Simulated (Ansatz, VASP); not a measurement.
# Sn: VASP beside Ansatz

File INCAR:

```
SYSTEM = Sn
ALGO     = Normal         ! electronic algorithm
EDIFF    = 1E-6           ! SCF threshold, eV
ENCUT    = 520            ! plane-wave cutoff, eV
GGA      = PE             ! functional
ISIF     = 2              ! what is computed and relaxed
ISMEAR   = -1             ! smearing method
LASPH    = .True.         ! aspherical terms in the spheres
LCHARG   = .False.        ! write CHGCAR
LREAL    = .False.        ! projectors in reciprocal space
LWAVE    = .False.        ! write WAVECAR
NBANDS   = 21             ! bands
NELM     = 100            ! most SCF steps
PREC     = Accurate       ! precision mode
SIGMA    = 0.05           ! smearing width, eV
```

Contents of KPOINTS:

```
k-points
0
Gamma
  13 13 7
  0 0 0
```

The input POSCAR:

```
Sn
1.0
    3.3087254370      0.0000000000      0.0000000000
   -1.6543627185      2.8654402826      0.0000000000
    0.0000000000      0.0000000000      5.2638457448
Sn
2
Direct
    0.3333333333      0.6666666667      0.2500000000
    0.6666666667      0.3333333333      0.7500000000
```

Input for Ansatz:

```yaml
crystal:
  lattice:
    - [3.308725437, 0.0, 0.0]
    - [-1.6543627185, 2.8654402826, 0.0]
    - [0.0, 0.0, 5.2638457448]
  atoms:
    - { symbol: Sn, position: [0.3333333333, 0.6666666667, 0.25] }
    - { symbol: Sn, position: [0.6666666667, 0.3333333333, 0.75] }
kpoints:
  mp_grid: { grid: [13, 13, 7] }
scf:
  occupations: { method: fermi_dirac, width: 0.05 }
hamiltonian:
  xc: pbe
  pseudopotentials: { kind: all_electron, lapw: { basis_error: 0.001 } }
output:
  forces: true
  stress: true
  eigenvalues: true
  populations: true
```

Change from the starting cell: volume scaled by 0.9, LAPW.

Alike in both runs: task single point; functional PBE; k mesh 13 × 13 × 7; occupations fermi-dirac, width 0.05 eV; no spin polarisation.

```csv
,VASP,Ansatz
version,VASP 6.6.1,Ansatz 0.2.0
potentials or method,"VASP PAW PBE potentials, release 64 (Sn_d), cutoff 520 eV","all-electron LAPW, scalar-relativistic"
```

VASP gave:

| Property | Result |
| --- | --- |
| pressure (GPa) | 6.4 |

Problem. Estimate Ansatz's values.

Solution. Pressure (GPa): 6.5.

Ansatz ran all-electron here, and VASP with PAW potentials.
